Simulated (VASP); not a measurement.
# C (Fmmm) in VASP: a series of runs, part 2 of 2

VASP 6.6.1. The steps go on from the part before.

### 3 Single point, LDA (strain +0.030 along x and y, +0.015 along z)

File INCAR:

```
  PREC = Accurate
  ENCUT = 520
  EDIFF = 1E-6
  ISMEAR = 0
  SIGMA = 0.03
  LREAL = F
  LASPH = T
  NELM = 80
  ALGO = Normal
  ISIF = 2
  LWAVE = F
  LCHARG = F
  GGA = CA
  NBANDS = 11
```

File KPOINTS:

```
regular mesh
0
Gamma
  16 16 16
```

File POSCAR:

```
C
1.0
    0.0000000000      2.1801502710      3.4101454216
    1.2594682072      0.0000000000      3.4101454216
    1.2594682072      2.1801502710      0.0000000000
C
2
Direct
    0.1667065656      0.8332934344      0.1667065656
    0.8332934344      0.1667065656      0.8332934344
```

Potentials or basis: VASP PAW LDA potentials, release 64 (C).

Run with:

```bash
> cat potpaw_LDA.64/C/POTCAR > POTCAR
> mpirun -np 1 vasp_std > vasp.out
```

OUTCAR:

```text
PREC = Accurate
   ENCUT = 520
   EDIFF = 1E-6
   ISMEAR = 0
   LREAL = F
   LASPH = T
   NELM = 80
   ISIF = 2
   GGA = CA

 ion  position               nearest neighbor table
   1  0.167  0.833  0.167-   2 1.45   2 1.45   2 1.45
   2  0.833  0.167  0.833-   1 1.45   1 1.45   1 1.45

  LATTYP: Found a face centered orthorhombic cell.
 ALAT       =     2.5189364144
 B/A-ratio  =     1.7310085785
 C/A-ratio  =     2.7076073871

  Lattice vectors:

[... 511 lines left out ...]
      3      -0.2825      2.00000
      4       0.3581      2.00000
      5       8.4594      0.00000
      6      11.9925      0.00000
      7      13.3177      0.00000
      8      13.3996      0.00000
      9      16.2648      0.00000
     10      25.5431      0.00000
     11      26.5759      0.00000

 [... further k-points ...]
[... 5 lines left out ...]
  --------------------------------------------------------------------------------------
  -------------------------------------------------------------------------------------
  Total       -3.7281176     -3.7605183     -0.0244034      0.0000000      0.0000000      0.0000000
  in kB     -318.9507686   -321.7227387     -2.0877758      0.0000000      0.0000000      0.0000000
  external PRESSURE =    -214.2537610 kB  Pullay stress =       0.0000000 kB

 VOLUME and BASIS-vectors are now :
 -----------------------------------------------------------------------------
  energy-cutoff  :      520.00
  volume of cell :       18.73
      direct lattice vectors                 reciprocal lattice vectors
     0.000000000  2.180150271  3.410145422    -0.396992951  0.229341989  0.146621313
     1.259468207  0.000000000  3.410145422     0.396992951 -0.229341989  0.146621313
     1.259468207  2.180150271  0.000000000     0.396992951  0.229341989 -0.146621313

 POSITION                                       TOTAL-FORCE (eV/Angst)
 -----------------------------------------------------------------------------------
      1.25947      0.72689      3.41015         0.000000     -0.024836      0.000000
      1.25947      3.63341      3.41015         0.000000      0.024836      0.000000
 -----------------------------------------------------------------------------------
    total drift:                                0.000000      0.000000     -0.000000

  FREE ENERGIE OF THE ION-ELECTRON SYSTEM (eV)
  ---------------------------------------------------
  free  energy   TOTEN  =       -20.1125697768 eV

  energy  without entropy=      -20.1125697714  energy(sigma->0) =      -20.11256977
```

OSZICAR:

```text
N       E                     dE             d eps       ncg     rms          rms(c)
DAV:   1    -0.111224815369E+01   -0.11122E+01   -0.40206E+03 13873   0.644E+02
DAV:   2    -0.207625175465E+02   -0.19650E+02   -0.18843E+02 17977   0.118E+02
DAV:   3    -0.212218993673E+02   -0.45938E+00   -0.45824E+00 17219   0.147E+01
DAV:   4    -0.212238137629E+02   -0.19144E-02   -0.19142E-02 15886   0.117E+00
DAV:   5    -0.212238220161E+02   -0.82531E-05   -0.82530E-05 17351   0.707E-02    0.595E+00
DAV:   6    -0.203781879678E+02    0.84563E+00   -0.75696E-01 15675   0.487E+00    0.337E+00
DAV:   7    -0.201134140153E+02    0.26477E+00   -0.80978E-01 16116   0.506E+00    0.877E-01
DAV:   8    -0.201130322420E+02    0.38177E-03   -0.18745E-02 15414   0.888E-01    0.144E-01
DAV:   9    -0.201125753068E+02    0.45694E-03   -0.97369E-04 16352   0.180E-01    0.573E-02
DAV:  10    -0.201125707334E+02    0.45734E-05   -0.92107E-05 16557   0.638E-02    0.231E-02
DAV:  11    -0.201125697768E+02    0.95665E-06   -0.28399E-06 16042   0.113E-02
   1 F= -.20112570E+02 E0= -.20112570E+02  d E =-.540438E-08
```

stdout:

```text
POSCAR found type information on POSCAR C
 POSCAR found :  1 types and       2 ions
 scaLAPACK will be used
 LDA part: xc-table for (Slater(with rela. corr.)+CA(PZ))
 , standard interpolation
 POSCAR, INCAR and KPOINTS ok, starting setup
 FFT: planning ... GRIDC
 FFT: planning ... GRID_SOFT
 FFT: planning ... GRID
 WAVECAR not read
 entering main loop
```

Wall time 1.8 min (1 thread of Intel Xeon 6975P-C, shared host); peak memory 0.21 GiB.

What came out:

```
Free energy            : -20.1126 eV
Pressure               : -21.4 GPa
Largest force          : 0.025 eV/Å
Band gap on the k mesh : 0.18 eV, indirect (least direct gap 0.21 eV)
```

Forces in eV/Å, atoms in the order of the input:
```
C    0.000 -0.025  0.000
C    0.000  0.025  0.000
```

Caveat: the cell differs from its parent crystal (strain +0.030 along x and y, +0.015 along z). A k mesh can miss the band edges.

### 4 Single point, LDA (strain +0.030 along x and y, +0.030 along z)

File INCAR:

```
SYSTEM = C
ALGO = Normal
EDIFF = 1E-6
ENCUT = 520
GGA = CA
ISIF = 2
ISMEAR = 0
LASPH = .True.
LCHARG = .True.
LELF = .True.
LREAL = .False.
LVHAR = .True.
LWAVE = .False.
NBANDS = 11
NELM = 80
PREC = Accurate
SIGMA = 0.03
```

File KPOINTS:

```
k-points
0
Gamma
  16 16 16
  0 0 0
```

File POSCAR:

```
C
1.0
    0.0000000000      2.1801502710      3.4605416593
    1.2594682072      0.0000000000      3.4605416593
    1.2594682072      2.1801502710      0.0000000000
C
2
Direct
    0.1667065656      0.8332934344      0.1667065656
    0.8332934344      0.1667065656      0.8332934344
```

Run with:

```bash
> cat potpaw_LDA.64/C/POTCAR > POTCAR
> mpirun -np 1 vasp_std > vasp.out
```

It took 1.7 min on 1 thread of Intel Xeon 6975P-C, shared host; peak memory 0.21 GiB.

It converged, with:

- Free energy: -20.1121 eV
- Pressure: -21.2 GPa
- Largest force: 0.023 eV/Å
- Band gap on the k mesh: 0.24 eV, indirect (least direct gap 0.29 eV)

Forces on the atoms (eV/Å):
```
C    0.000 -0.023  0.000
C    0.000  0.023  0.000
```

Stress tensor (GPa, compression positive):
```
-31.45   0.00   0.00
  0.00 -31.62   0.00
  0.00   0.00  -0.53
```

Levels at points of the mesh, in eV from the valence-band top:
| k point | band 2 | band 3 | band 4 | band 5 | band 6 | band 7 |
| --- | --- | --- | --- | --- | --- | --- |
| (0.00, 0.00, 0.00) | -6.04 | -2.81 | -2.80 | 4.09 | 8.08 | 8.14 |
| (0.50, 0.00, 0.00) | -12.51 | -5.98 | -2.02 | 1.77 | 7.07 | 11.98 |
| (0.50, 0.50, 0.00) | -7.85 | -2.83 | -2.80 | 8.05 | 8.11 | 9.82 |
| (0.50, 0.00, 0.50) | -12.59 | -5.97 | -1.34 | 2.54 | 7.23 | 10.83 |
| (0.00, 0.50, 0.50) | -12.43 | -6.02 | -2.63 | 1.14 | 6.89 | 13.06 |

Caveat: the cell differs from its parent crystal (strain +0.030 along x and y, +0.030 along z). A k mesh can miss the band edges.

### 5 The runs side by side

```csv
cell,gap on the mesh (eV),pressure (GPa),largest force (eV/Å)
"a = 4.073, b = 3.676, c = 2.481 Å, angles 80.3, 62.8, 36.9°, 2 atoms",0.29,-11.1,0.02
"a = 4.047, b = 3.635, c = 2.518 Å, angles 80.0, 62.2, 37.8°, 2 atoms",0.18,-21.4,0.02
"a = 4.090, b = 3.683, c = 2.518 Å, angles 80.1, 62.5, 37.3°, 2 atoms",0.24,-21.2,0.02
```

Alike in all rows: task single point; level LDA; potentials or basis VASP PAW LDA potentials, release 64 (C); no spin polarisation; k mesh 16 × 16 × 16; cutoff (eV) 520; smearing gaussian 0.03 eV.

Total energies depend on the potentials used, so only differences within one code and one set of settings carry meaning.
